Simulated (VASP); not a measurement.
Here is a VASP 6.6.1 calculation.

Contents of INCAR:

```
SYSTEM = Ti3SiPd
ALGO     = Fast           ! electronic algorithm
EDIFF    = 1E-6           ! SCF threshold, eV
ENCUT    = 520            ! plane-wave cutoff, eV
GGA      = PE             ! functional
ISIF     = 2              ! what is computed and relaxed
ISMEAR   = 0              ! smearing method
LASPH    = .TRUE.         ! aspherical terms in the spheres
LCHARG   = .TRUE.         ! write CHGCAR
LELF     = .TRUE.         ! ELF
LREAL    = .FALSE.        ! projectors in reciprocal space
LVHAR    = .TRUE.       
LWAVE    = .FALSE.        ! write WAVECAR
NBANDS   = 61             ! bands
NELM     = 60             ! most SCF steps
PREC     = Accurate       ! precision mode
SIGMA    = 0.2            ! smearing width, eV
```

File KPOINTS:

```
k-points
0
G
  3 3 5
  0 0 0
```

The input POSCAR:

```
Ti3SiPd
1.0
    4.8796161973     -4.7714560813      0.0000000000
    4.8796161973      4.7714560813      0.0000000000
    0.0000000000      0.0000000000      3.4772834915
Ti Si Pd
6 2 2
Direct
    0.8387042355      0.8387042355      0.5000000000
    0.1612957645      0.1612957645      0.5000000000
    0.3224170874      0.6775829126      0.5000000000
    0.6775829126      0.3224170874      0.5000000000
    0.5000000000      0.0000000000      0.0000000000
    0.0000000000      0.5000000000      0.0000000000
    0.1276713304      0.8723286696      0.0000000000
    0.8723286696      0.1276713304      0.0000000000
    0.6330918649      0.6330918649      0.0000000000
    0.3669081351      0.3669081351      0.0000000000
```

Potentials or basis: VASP PAW PBE potentials, release 64 (Ti_sv, Si, Pd).

Launch:

```sh
$ cat potpaw_PBE.64/Ti_sv/POTCAR potpaw_PBE.64/Si/POTCAR potpaw_PBE.64/Pd/POTCAR > POTCAR
$ mpirun -np 1 vasp_std > vasp.out
```

Question: Estimate the pressure.

Answer: 0.2 GPa.

Question: Estimate the band gap on the k mesh.

Answer: Zero (band 50 reaches 9.23 eV, above the bottom of band 51 at 8.74 eV).

Question: Estimate the largest force.

Answer: 0.035 eV/Å.

Stress tensor (GPa, compression positive):
```
 0.33  0.00  0.00
 0.00 -0.15  0.00
 0.00  0.00  0.37
```

Caveat: the k points lie up to 0.36 Å⁻¹ apart.
